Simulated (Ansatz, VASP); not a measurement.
Two plane-wave programs on ScSiS4

INCAR

```
SYSTEM = ScSiS4
PREC = Accurate ; ENCUT = 600
EDIFF = 1E-6 ; ISMEAR = 0
SIGMA = 0.1 ; LREAL = .FALSE.
LASPH = .TRUE. ; NELM = 80
ALGO = Normal ; ISIF = 3
LWAVE = .FALSE. ; LCHARG = .FALSE.
GGA = PE ; IBRION = 2
NSW = 90 ; EDIFFG = -0.04
```

File KPOINTS:

```
Automatic mesh
0
G
  4 4 4
  0 0 0
```

Contents of POSCAR:

```
ScSiS4
1.0
    0.0000000000      3.8965585500      3.8965585500
    3.8965585500      0.0000000000      3.8965585500
    3.8965585500      3.8965585500      0.0000000000
Sc Si S
1 1 4
Direct
    0.0000000000      0.0000000000      0.0000000000
    0.2500000000      0.2500000000      0.2500000000
    0.6238817100      0.6238817100      0.6238817100
    0.1283548800      0.6238817100      0.6238817100
    0.6238817100      0.1283548800      0.6238817100
    0.6238817100      0.6238817100      0.1283548800
```

Input for Ansatz:

```yaml
crystal:
  lattice:
    - [0.0, 3.89655855, 3.89655855]
    - [3.89655855, 0.0, 3.89655855]
    - [3.89655855, 3.89655855, 0.0]
  atoms:
    - { symbol: Sc, position: [0.0, 0.0, 0.0] }
    - { symbol: Si, position: [0.25, 0.25, 0.25] }
    - { symbol: S, position: [0.62388171, 0.62388171, 0.62388171] }
    - { symbol: S, position: [0.12835488, 0.62388171, 0.62388171] }
    - { symbol: S, position: [0.62388171, 0.12835488, 0.62388171] }
    - { symbol: S, position: [0.62388171, 0.62388171, 0.12835488] }
basis:
  ecutwfc: 420
kpoints:
  mp_grid: { grid: [4, 4, 4] }
hamiltonian:
  xc: pbe
scf:
  occupations: { method: gaussian, width: 0.1 }
  lower_state_search: "off"
output:
  forces: true
  stress: true
  eigenvalues: true
relax:
  adjacent_minimum: "off"
  f_tol: 0.04
  max_steps: 70
  cell: { stress_tol: 0.4 }
```

Change from the starting cell: species swapped into the GdInNi4 type (F-43m, No. 216).

Alike in both runs: task relaxation of cell and atoms; functional PBE; k mesh 4 × 4 × 4; occupations gaussian, width 0.1 eV; no spin polarisation.

```csv
,VASP,Ansatz
version,VASP 6.6.1,Ansatz 0.2.0
potentials or method,"VASP PAW PBE potentials, release 64 (Sc_sv, Si, S), cutoff 600 eV","scalar-relativistic, plane waves, PAW"
valence electrons in the cell,39,39
```

|  | VASP | Ansatz | Ansatz less VASP |
| --- | --- | --- | --- |
| gap on the k mesh at the Fermi level, each at its own relaxed structure (eV) | none | none | - |
| relaxed volume (Å³/atom) | 17.66 | 17.69 | +0.034 |
| relaxed cell length with the largest relative difference (Å) | 5.311 | 5.315 | +0.0034 |

A gap of «none» marks a metal or a gap that the smearing closes.
